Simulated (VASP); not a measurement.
# MgO (Fm-3m) in VASP: notebook, part 3 of 3

VASP 6.6.1. Earlier steps stand in the parts before.

## 4. Vibrations by perturbation theory, PBEsol

This run uses another cell than the first one, of 8.44 Å³/atom, 1.021 times its volume.

The input, INCAR:

```
SYSTEM = MgO
PREC = Accurate ; ENCUT = 520
EDIFF = 1E-8 ; ISMEAR = 0
SIGMA = 0.01 ; LREAL = .False.
LASPH = .True. ; NELM = 80
ALGO = Normal ; ISIF = 2
LWAVE = .False. ; LCHARG = .False.
GGA = PS ; NBANDS = 11
IBRION = 8 ; NSW = 1
LEPSILON = .True.
```

The input, KPOINTS:

```
Automatic mesh
0
Gamma
  10 10 10
  0 0 0
```

The input, POSCAR:

```
MgO
1.0
    0.0000000000      2.0361563951      2.0361563951
    2.0361563951      0.0000000000      2.0361563951
    2.0361563951      2.0361563951      0.0000000000
Mg O
1 1
Direct
    0.0000000000      0.0000000000      0.0000000000
    0.5000000000      0.5000000000      0.5000000000
```

Potentials or basis: VASP PAW PBE potentials, release 64 (Mg, O).

On the command line:

```bash
cat potpaw_PBE.64/Mg/POTCAR potpaw_PBE.64/O/POTCAR > POTCAR
mpirun -np 1 vasp_std > vasp.out
```

OUTCAR:

```text
SYSTEM = MgO
   PREC = Accurate
   ENCUT = 520
   EDIFF = 1E-8
   ISMEAR = 0
   LREAL = .False.
   LASPH = .True.
   NELM = 80
   ISIF = 2
   GGA = PS
   IBRION = 8
   NSW = 1
   LEPSILON = .True.

 ion  position               nearest neighbor table
   1  0.000  0.000  0.000-   2 2.04   2 2.04   2 2.04   2 2.04   2 2.04   2 2.04
   2  0.500  0.500  0.500-   1 2.04   1 2.04   1 2.04   1 2.04   1 2.04   1 2.04

  LATTYP: Found a face centered cubic cell.
 ALAT       =     4.0723127902

  Lattice vectors:

 A1 = (   0.0000000000,   2.0361563951,   2.0361563951)
 A2 = (   2.0361563951,   0.0000000000,   2.0361563951)
 A3 = (   2.0361563951,   2.0361563951,   0.0000000000)

Analysis of symmetry for initial positions (statically):
=====================================================================
 Subroutine PRICEL returns:
 Original cell was already a primitive cell.

 Routine SETGRP: Setting up the symmetry group for a
 face centered cubic supercell.

 Subroutine GETGRP returns: Found 48 space group operations
 (whereof 48 operations were pure point group operations)
 out of a pool of 48 trial point group operations.

The static configuration has the point symmetry O_h .

Analysis of symmetry for dynamics (positions and initial velocities):
=====================================================================
 Subroutine PRICEL returns:
 Original cell was already a primitive cell.

 Routine SETGRP: Setting up the symmetry group for a
 face centered cubic supercell.

 Subroutine GETGRP returns: Found 48 space group operations
 (whereof 48 operations were pure point group operations)
 out of a pool of 48 trial point group operations.

The dynamic configuration has the point symmetry O_h .

 Subroutine INISYM returns: Found 48 space group operations
 (whereof 48 operations are pure point group operations),
 and found     1 'primitive' translations

----------------------------------------------------------------------------------------

                                     Primitive cell

  volume of cell :      16.8835

  direct lattice vectors                    reciprocal lattice vectors
     0.000000000  2.036156395  2.036156395    -0.245560705  0.245560705  0.245560705
     2.036156395  0.000000000  2.036156395     0.245560705 -0.245560705  0.245560705
     2.036156395  2.036156395  0.000000000     0.245560705  0.245560705 -0.245560705

  length of vectors
     2.879559989  2.879559989  2.879559989     0.425323618  0.425323618  0.425323618

  position of ions in fractional coordinates (direct lattice)
[... 528 lines left out ...]
 -----------------------------------------------------------------------------
    -0.00014  0.00000 -0.00000
     0.00000 -0.00014 -0.00000
    -0.00000  0.00000 -0.00016

--------------------------------------- Ionic step        4  -------------------------------------------

------------------------ aborting loop because EDIFF is reached ----------------------------------------

[... ionic steps 5 to 6 ...]

--------------------------------------- Ionic step        7  -------------------------------------------

 Free energy of the ion-electron system (eV)
  ---------------------------------------------------
  ---------------------------------------------------
  free energy    TOTEN  =        -0.35728184 eV

  energy without entropy =       -0.35728184

------------------------ aborting loop because EDIFF is reached ----------------------------------------

 INTERNAL STRAIN TENSOR  FOR ION    2  DIRECTION 1   (eV/Angst):
 -----------------------------------------------------------------------------
    -0.00497 -0.00000  0.00000
     0.00000  0.00704  0.00000
     0.00000  0.00000  0.00704

 MACROSCOPIC STATIC DIELECTRIC TENSOR (including local field effects in DFT)
 ------------------------------------------------------
           3.054888     0.000000     0.000000
           0.000000     3.054888     0.000000
          -0.000000     0.000000     3.054888
 ------------------------------------------------------

 PIEZOELECTRIC TENSOR (including local field effects)  for field in x, y, z        (e  Angst)
          XX          YY          ZZ          XY          YZ          ZX
  --------------------------------------------------------------------------------
  x     0.00000     0.00000     0.00000     0.00000     0.00000     0.00000
  y     0.00000     0.00000     0.00000     0.00000     0.00000     0.00000
  z     0.00000     0.00000     0.00000     0.00000     0.00000     0.00000

 PIEZOELECTRIC TENSOR (including local field effects)  for field in x, y, z        (C/m^2)
          XX          YY          ZZ          XY          YZ          ZX
  --------------------------------------------------------------------------------
  x     0.00000     0.00000     0.00000     0.00000     0.00000     0.00000
  y     0.00000     0.00000     0.00000     0.00000     0.00000     0.00000
  z     0.00000     0.00000     0.00000     0.00000     0.00000     0.00000

 BORN EFFECTIVE CHARGES (including local field effects) (in |e|, cummulative output)
 ---------------------------------------------------------------------------------
 ion    1
    1     1.92494     0.00000     0.00000
    2     0.00000     1.92494     0.00000
    3     0.00000     0.00000     1.92494
 ion    2
    1    -1.92494    -0.00000    -0.00000
    2    -0.00000    -1.92494     0.00000
    3     0.00000     0.00000    -1.92494

 INTERNAL STRAIN TENSOR FOR ION    2 for displacements in x,y,z  (eV/Angst):
          X           Y           Z          XY          YZ          ZX
  --------------------------------------------------------------------------------
  x     0.00000     0.00000     0.00000     0.00000     0.00000     0.00000
  y     0.00000     0.00000     0.00000     0.00000     0.00000     0.00000
  z     0.00000     0.00000     0.00000     0.00000     0.00000     0.00000

 SECOND DERIVATIVES (NOT SYMMETRIZED)
 ------------------------------------
               1X          1Y          1Z          2X          2Y          2Z
  1X    -8.474242    0.000000    0.000000    8.474242    0.000000    0.000000
  1Y     0.000000   -8.474242    0.000000    0.000000    8.474242    0.000000
  1Z     0.000000    0.000000   -8.474242    0.000000    0.000000    8.474242
  2X     8.472600    0.000000    0.000000   -8.472600    0.000000    0.000000
  2Y     0.000000    8.472600    0.000000    0.000000   -8.472600    0.000000
  2Z     0.000000    0.000000    8.472600    0.000000    0.000000   -8.472600

 Eigenvectors and eigenvalues of the dynamical matrix
 ----------------------------------------------------

   1 f  =   14.650331 THz    92.050747 2PiTHz  488.682455 cm-1    60.588875 meV
             X         Y         Z           dx          dy          dz
      0.000000  0.000000  0.000000    -0.630095   -0.000000   -0.000000
      2.036156  2.036156  2.036156     0.776518    0.000000    0.000000
[... 21 lines left out ...]
   6 f/i=    0.000695 THz     0.004364 2PiTHz    0.023168 cm-1     0.002873 meV
             X         Y         Z           dx          dy          dz
      0.000000  0.000000  0.000000    -0.400636    0.040548   -0.663948
      2.036156  2.036156  2.036156    -0.325091    0.032902   -0.538751

--------------------------------------------------------------------------------------------------------

 MACROSCOPIC STATIC DIELECTRIC TENSOR IONIC CONTRIBUTION
 ------------------------------------------------------
           4.686836     0.000000    -0.000000
           0.000000     4.686836    -0.000000
          -0.000000    -0.000000     4.686836
 ------------------------------------------------------

 ELASTIC MODULI CONTR FROM IONIC RELAXATION (kBar)
 Direction    XX          YY          ZZ          XY          YZ          ZX
 --------------------------------------------------------------------------------
 XX           0.0000      0.0000      0.0000      0.0000      0.0000      0.0000
 YY           0.0000      0.0000      0.0000      0.0000      0.0000      0.0000
 ZZ           0.0000      0.0000      0.0000      0.0000      0.0000      0.0000
 XY           0.0000      0.0000      0.0000      0.0000      0.0000      0.0000
 YZ           0.0000      0.0000      0.0000      0.0000      0.0000      0.0000
 ZX           0.0000      0.0000      0.0000      0.0000      0.0000      0.0000
 --------------------------------------------------------------------------------

 PIEZOELECTRIC TENSOR IONIC CONTR  for field in x, y, z        (C/m^2)
          XX          YY          ZZ          XY          YZ          ZX
  --------------------------------------------------------------------------------
  x     0.00000     0.00000     0.00000     0.00000     0.00000     0.00000
  y     0.00000     0.00000     0.00000     0.00000     0.00000     0.00000
  z     0.00000     0.00000     0.00000     0.00000     0.00000     0.00000
```

It took 53 s on 1 thread of Intel Xeon 6975P-C (Granite Rapids), shared host; peak memory 0.18 GiB.

Results:

| Item | Value |
| --- | --- |
| Electronic dielectric tensor (diagonal) | 3.05 |
| Born charges (mean of the diagonal) | Mg +1.92; O -1.92 e |
| Highest phonon frequency at Γ, LO-TO splitting left out | 489 cm⁻¹ |

Phonon frequencies in cm⁻¹ (negative: imaginary):
```csv
q point,frequencies
"(0.000, 0.000, 0.000)",0 0 0 489 489 489
```

Electronic dielectric tensor:
```
3.05 0.00 0.00
0.00 3.05 0.00
0.00 0.00 3.05
```

Born effective charge tensors (e):
atom 1, Mg
```
1.92 0.00 0.00
0.00 1.92 0.00
0.00 0.00 1.92
```
atom 2, O
```
-1.92  0.00  0.00
 0.00 -1.92  0.00
 0.00  0.00 -1.92
```

Caveat: the cell wasn't relaxed at this level first, which shifts response properties; the PAW data sets were made with another functional, which shifts forces and pressure a little.

## 5. Vibrations by perturbation theory, PBEsol

This run uses another cell than the first one, of 8.75 Å³/atom, 1.058 times its volume.

The input, INCAR:

```
SYSTEM = MgO
ALGO     = Normal         ! electronic algorithm
EDIFF    = 1E-8           ! SCF threshold, eV
ENCUT    = 520            ! plane-wave cutoff, eV
GGA      = PS             ! functional
IBRION   = 8              ! ionic algorithm
ISIF     = 2              ! what is computed and relaxed
ISMEAR   = 0              ! smearing method
LASPH    = .True.         ! aspherical terms in the spheres
LCHARG   = .False.        ! write CHGCAR
LEPSILON = .True.         ! dielectric tensor by DFPT
LREAL    = .False.        ! projectors in reciprocal space
LWAVE    = .False.        ! write WAVECAR
NBANDS   = 11             ! bands
NELM     = 80             ! most SCF steps
NSW      = 1              ! ionic steps
PREC     = Accurate       ! precision mode
SIGMA    = 0.01           ! smearing width, eV
```

The input, KPOINTS:

```
k-points
0
Gamma
  10 10 10
  0 0 0
```

The input, POSCAR:

```
MgO
1.0
    0.0000000000      2.0609338809      2.0609338809
    2.0609338809      0.0000000000      2.0609338809
    2.0609338809      2.0609338809      0.0000000000
Mg O
1 1
Direct
    0.0000000000      0.0000000000      0.0000000000
    0.5000000000      0.5000000000      0.5000000000
```

Potentials or basis: VASP PAW PBE potentials, release 64 (Mg, O).

On the command line:

```bash
cat potpaw_PBE.64/Mg/POTCAR potpaw_PBE.64/O/POTCAR > POTCAR
mpirun -np 1 vasp_std > vasp.out
```

OUTCAR:

```text
SYSTEM = MgO
   EDIFF = 1E-8
   ENCUT = 520
   GGA = PS
   IBRION = 8
   ISIF = 2
   ISMEAR = 0
   LASPH = .True.
   LEPSILON = .True.
   LREAL = .False.
   NELM = 80
   NSW = 1
   PREC = Accurate

 ion  position               nearest neighbor table
   1  0.000  0.000  0.000-   2 2.06   2 2.06   2 2.06   2 2.06   2 2.06   2 2.06
   2  0.500  0.500  0.500-   1 2.06   1 2.06   1 2.06   1 2.06   1 2.06   1 2.06

  LATTYP: Found a face centered cubic cell.
 ALAT       =     4.1218677618

  Lattice vectors:

 A1 = (   0.0000000000,   2.0609338809,   2.0609338809)
 A2 = (   2.0609338809,   0.0000000000,   2.0609338809)
 A3 = (   2.0609338809,   2.0609338809,   0.0000000000)

Analysis of symmetry for initial positions (statically):
=====================================================================
 Subroutine PRICEL returns:
 Original cell was already a primitive cell.

 Routine SETGRP: Setting up the symmetry group for a
 face centered cubic supercell.

 Subroutine GETGRP returns: Found 48 space group operations
 (whereof 48 operations were pure point group operations)
 out of a pool of 48 trial point group operations.

The static configuration has the point symmetry O_h .

Analysis of symmetry for dynamics (positions and initial velocities):
=====================================================================
 Subroutine PRICEL returns:
 Original cell was already a primitive cell.

[... 596 lines left out ...]
  z     0.00000     0.00000     0.00000     0.00000     0.00000     0.00000

 PIEZOELECTRIC TENSOR (including local field effects)  for field in x, y, z        (C/m^2)
          XX          YY          ZZ          XY          YZ          ZX
  --------------------------------------------------------------------------------
  x     0.00000     0.00000     0.00000     0.00000     0.00000     0.00000
  y     0.00000     0.00000     0.00000     0.00000     0.00000     0.00000
  z     0.00000     0.00000     0.00000     0.00000     0.00000     0.00000

 BORN EFFECTIVE CHARGES (including local field effects) (in |e|, cummulative output)
 ---------------------------------------------------------------------------------
 ion    1
    1     1.93938     0.00000     0.00000
    2     0.00000     1.93938    -0.00000
    3     0.00000    -0.00000     1.93938
 ion    2
    1    -1.93938     0.00000    -0.00000
    2     0.00000    -1.93938     0.00000
    3    -0.00000     0.00000    -1.93938

 INTERNAL STRAIN TENSOR FOR ION    2 for displacements in x,y,z  (eV/Angst):
          X           Y           Z          XY          YZ          ZX
  --------------------------------------------------------------------------------
  x     0.00000     0.00000     0.00000     0.00000     0.00000     0.00000
  y     0.00000     0.00000     0.00000     0.00000     0.00000     0.00000
  z     0.00000     0.00000     0.00000     0.00000     0.00000     0.00000

 SECOND DERIVATIVES (NOT SYMMETRIZED)
 ------------------------------------
               1X          1Y          1Z          2X          2Y          2Z
  1X    -7.283542    0.000000    0.000000    7.283542    0.000000    0.000000
  1Y     0.000000   -7.283542    0.000000    0.000000    7.283542    0.000000
  1Z     0.000000    0.000000   -7.283542    0.000000    0.000000    7.283542
  2X     7.264381    0.000000    0.000000   -7.264381    0.000000    0.000000
  2Y     0.000000    7.264381    0.000000    0.000000   -7.264381    0.000000
  2Z     0.000000    0.000000    7.264381    0.000000    0.000000   -7.264381

 Eigenvectors and eigenvalues of the dynamical matrix
 ----------------------------------------------------

   1 f  =   13.572162 THz    85.276410 2PiTHz  452.718602 cm-1    56.129928 meV
             X         Y         Z           dx          dy          dz
      0.000000  0.000000  0.000000     0.536779   -0.330866   -0.000000
      2.060934  2.060934  2.060934    -0.660710    0.407256    0.000000
[... 21 lines left out ...]
   6 f/i=    0.008748 THz     0.054967 2PiTHz    0.291813 cm-1     0.036180 meV
             X         Y         Z           dx          dy          dz
      0.000000  0.000000  0.000000    -0.106815    0.299128    0.708173
      2.060934  2.060934  2.060934    -0.086780    0.243020    0.575339

--------------------------------------------------------------------------------------------------------

 MACROSCOPIC STATIC DIELECTRIC TENSOR IONIC CONTRIBUTION
 ------------------------------------------------------
           5.344388     0.000000     0.000000
           0.000000     5.344388     0.000000
           0.000000     0.000000     5.344388
 ------------------------------------------------------

 ELASTIC MODULI CONTR FROM IONIC RELAXATION (kBar)
 Direction    XX          YY          ZZ          XY          YZ          ZX
 --------------------------------------------------------------------------------
 XX           0.0000      0.0000      0.0000      0.0000      0.0000      0.0000
 YY           0.0000      0.0000      0.0000      0.0000      0.0000      0.0000
 ZZ           0.0000      0.0000      0.0000      0.0000      0.0000      0.0000
 XY           0.0000      0.0000      0.0000      0.0000      0.0000      0.0000
 YZ           0.0000      0.0000      0.0000      0.0000      0.0000      0.0000
 ZX           0.0000      0.0000      0.0000      0.0000      0.0000      0.0000
 --------------------------------------------------------------------------------

 PIEZOELECTRIC TENSOR IONIC CONTR  for field in x, y, z        (C/m^2)
          XX          YY          ZZ          XY          YZ          ZX
  --------------------------------------------------------------------------------
  x     0.00000     0.00000     0.00000     0.00000     0.00000     0.00000
  y     0.00000     0.00000     0.00000     0.00000     0.00000     0.00000
  z     0.00000     0.00000     0.00000     0.00000     0.00000     0.00000
```

OSZICAR:

```text
N       E                     dE             d eps       ncg     rms          rms(c)
DAV:   1     0.149294730287E+02    0.14929E+02   -0.46965E+03  1186   0.650E+02
DAV:   2    -0.132853574559E+02   -0.28215E+02   -0.27255E+02  1194   0.138E+02
[... 122 lines left out ...]
RMM:   5    -0.357371532695E+00   -0.32783E-04   -0.41621E-06  3743   0.199E-02    0.154E-03
RMM:   6    -0.357370709992E+00    0.82270E-06   -0.58756E-08  3816   0.180E-03    0.888E-04
RMM:   7    -0.357362496523E+00    0.82135E-05   -0.57091E-09  3854   0.694E-04    0.903E-05
RMM:   8    -0.357362404297E+00    0.92226E-07   -0.29728E-10  3842   0.643E-05    0.258E-05
RMM:   9    -0.357362427985E+00   -0.23688E-07   -0.27511E-10  3946   0.374E-05    0.176E-06
RMM:  10    -0.357362419845E+00    0.81400E-08   -0.26427E-10  3378   0.111E-05    0.658E-07
 Linear response finished
```

Run time: 6 min. Hardware: 1 thread of AMD EPYC 7R13, shared host; peak memory 0.16 GiB.

Results:

* Electronic dielectric tensor (diagonal): 3.09
* Born charges (mean of the diagonal): Mg +1.94; O -1.94 e
* Highest phonon frequency at Γ, LO-TO splitting left out: 453 cm⁻¹

Phonon frequencies in cm⁻¹ (negative: imaginary):
```csv
q point,frequencies
"(0.000, 0.000, 0.000)",0 0 0 453 453 453
```

Electronic dielectric tensor:
```
3.09 0.00 0.00
0.00 3.09 0.00
0.00 0.00 3.09
```

Born effective charge tensors (e):
atom 1, Mg
```
1.94 0.00 0.00
0.00 1.94 0.00
0.00 0.00 1.94
```
atom 2, O
```
-1.94  0.00  0.00
 0.00 -1.94  0.00
 0.00  0.00 -1.94
```

Caveat: the cell wasn't relaxed at this level first, which shifts response properties; the PAW data sets were made with another functional, which shifts forces and pressure a little.
